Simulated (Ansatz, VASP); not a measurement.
## BAs: VASP beside Ansatz

The input INCAR:

```
SYSTEM = BAs
PREC = Accurate
ENCUT = 500
EDIFF = 1E-6
ISMEAR = 0
SIGMA = 0.02
LREAL = .FALSE.
LASPH = .TRUE.
NELM = 120
ALGO = Normal
ISIF = 2
LWAVE = .FALSE.
LCHARG = .FALSE.
GGA = PS
NBANDS = 11
GGA_COMPAT = .FALSE.
```

KPOINTS

```
regular mesh
0
G
  10 10 10
  0 0 0
```

Contents of POSCAR:

```
BAs
1.0
    0.0000000000      2.3838665788      2.3838665788
    2.3838665788      0.0000000000      2.3838665788
    2.3838665788      2.3838665788      0.0000000000
B As
1 1
Direct
    0.0000000000      0.0000000000      0.0000000000
    0.2500000000      0.2500000000      0.2500000000
```

Input for Ansatz:

```yaml
crystal:
  lattice:
    - [0.0, 2.3838665788, 2.3838665788]
    - [2.3838665788, 0.0, 2.3838665788]
    - [2.3838665788, 2.3838665788, 0.0]
  atoms:
    - { symbol: B, position: [0.0, 0.0, 0.0] }
    - { symbol: As, position: [0.25, 0.25, 0.25] }
basis:
  ecutwfc: 600.0
kpoints:
  mp_grid: { grid: [10, 10, 10] }
hamiltonian:
  xc: pbesol
  pseudopotentials: { kind: paw, azcp: { folder: soft_1 } }
scf:
  occupations: { method: gaussian, width: 0.02 }
output:
  forces: true
  stress: true
  eigenvalues: true
```

Alike in both runs: task single point; functional PBEsol; k mesh 10 × 10 × 10; occupations gaussian, width 0.02 eV; no spin polarisation.

|  | VASP | Ansatz |
| --- | --- | --- |
| version | VASP 6.6.1 | Ansatz 0.2.0 |
| potentials or method | VASP PAW PBE potentials, release 64 (B, As), cutoff 500 eV | scalar-relativistic, plane waves, PAW |
| valence electrons in the cell | 8 | 18 |

VASP gave:

* gap on the k mesh at the Fermi level (eV): 1.07
* least direct gap on the mesh (eV): 3.25
* pressure (GPa): 0.9

**Question.** What did Ansatz give for the same quantities?

**Answer.** gap on the k mesh at the Fermi level (eV): 1.08; least direct gap on the mesh (eV): 3.25; pressure (GPa): 0.0.

VASP's potentials were made for PBE, not for PBEsol, and Ansatz warns of the same on its side. VASP's potentials hold 8 valence electrons a cell and Ansatz's 18, so a difference there can come from the potentials and not from the codes.
